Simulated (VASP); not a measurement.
HfO2:

```
Hf O
1.0
     0.00000    2.59116    2.59116
     2.59116    0.00000    2.59116
     2.59116    2.59116    0.00000
Hf O
1 2
Direct
  0.00000 0.00000 0.00000
  0.75000 0.75000 0.75000
  0.25000 0.25000 0.25000
```

This cell differs from its parent crystal: volume scaled by 1.04.

Base run:

* Program: VASP 6.6.1
* Functional: PBEsol
* Potentials or basis: VASP PAW PBE potentials, release 64 (Hf_pv, O)
* Cutoff: 520 eV
* k mesh: 9 × 9 × 9
* Occupations: fermi-dirac, width 0.05 eV
* Spin: no spin polarisation

Its results: band gap on the k mesh 3.60 eV, indirect (least direct gap 3.72 eV); pressure -21.2 GPa.

Question: The run is repeated on the same cell with these changes: functional from PBEsol to RPBE. What comes out?

Answer: Band gap on the k mesh 3.83 eV, indirect (least direct gap 3.93 eV); pressure -9.5 GPa.

RPBE binds less tightly than PBEsol, so the same cell stands under more pressure.

Caveats: the PAW data sets were made with another functional, which shifts forces and pressure a little; spin-orbit coupling is left out, which moves the levels of the heavy elements.

A k mesh can miss the band edges.
